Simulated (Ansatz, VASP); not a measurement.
## One calculation of Ta, two programs

```
Ta
1.0
    -3.63001    3.62989    1.49256
     3.62989   -3.63001    1.49256
     1.89578    1.89578   -1.49278
Ta
2
Direct
  0.99994 0.00006 0.00000
  0.75006 0.24994 0.50000
```

Alike in both runs: task single point; functional RPBE; k mesh 14 × 14 × 14; occupations fermi-dirac, width 0.1 eV; no spin polarisation.

|  | VASP | Ansatz |
| --- | --- | --- |
| version | VASP 6.6.1 | Ansatz 0.2.0 |
| potentials or method | VASP PAW PBE potentials, release 64 (Ta_pv), cutoff 520 eV | plane waves (420 eV) with PAW, scalar-relativistic |
| valence electrons in the cell | 22 | 26 |

|  | VASP | Ansatz | Ansatz less VASP |
| --- | --- | --- | --- |
| pressure (GPa) | -12.1 | -12.1 | +0.05 |
| traceless stress, the component that is largest in VASP (GPa) | 0.62 | 0.62 | +0.001 |

VASP's potentials were made for PBE, not for RPBE. The functional is the same, so the differences come from potentials, cutoffs and numerics. VASP's potentials hold 22 valence electrons a cell and Ansatz's 26, so a difference there can come from the potentials and not from the codes.

Neither program's run includes spin-orbit coupling.
